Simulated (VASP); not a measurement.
Set up this calculation in VASP 6.6.1, as the native input.

| Quantity | Value |
| --- | --- |
| Task | electric field gradients |
| Functional | PBEsol |
| Potentials or basis | VASP PAW PBE potentials, release 64 (W_sv, S) |
| Cutoff | 520 eV |
| k mesh | 15 × 15 × 15 |
| Occupations | fermi-dirac, width 0.03 eV |
| Spin | no spin polarisation |
| Dipole correction | no |
| Further INCAR settings | ALGO = Normal; EDIFF = 1e-08; NBANDS = 20 |

The structure of WS2 lies in POSCAR:

```
WS2
1.0
    1.5684027470      0.9055177481      6.1219641228
   -1.5684027470      0.9055177481      6.1219641228
    0.0000000000     -1.8110354963      6.1219641228
W S
1 2
Direct
    0.0000000000      0.0000000000      0.0000000000
    0.7503000000      0.7503000000      0.7503000000
    0.5810000000      0.5810000000      0.5810000000
```

The input as run:

INCAR

```
SYSTEM = WS2
ALGO = Normal
EDIFF = 1E-8
ENCUT = 520
GGA = PS
ISIF = 2
ISMEAR = -1
LASPH = .True.
LCHARG = .False.
LEFG = .True.
LREAL = .False.
LWAVE = .False.
NBANDS = 20
NELM = 80
PREC = Accurate
SIGMA = 0.03
```

KPOINTS

```
k-points
0
Gamma
  15 15 15
  0 0 0
```

Potentials or basis: VASP PAW PBE potentials, release 64 (W_sv, S).

Command:

```console
$ cat potpaw_PBE.64/W_sv/POTCAR potpaw_PBE.64/S/POTCAR > POTCAR
$ mpirun -np 1 vasp_std > vasp.out
```

Results of the run:

The pressure is 3.0 GPa and the largest force is 0.637 eV/Å. The band gap on the k mesh is 1.02 eV (least direct gap 1.94 eV) and the largest electric field gradient by atom is W -158.4; S -50.4, -42.7 V/Å².

Caveat: the cell stands under pressure; without QUAD_EFG the Cq values of the log hold for a quadrupole moment of 1 mb, not for the nuclei; the PAW data sets were made with another functional, which shifts forces and pressure a little; spin-orbit coupling is left out, which moves the levels of the heavy elements; an odd mesh through Γ misses points on the zone boundary, where band edges can lie.

Run time: 11 min on 1 thread of Intel(R) Xeon(R) Platinum 8488C (Sapphire Rapids), on a shared host, peak memory 0.56 GiB.
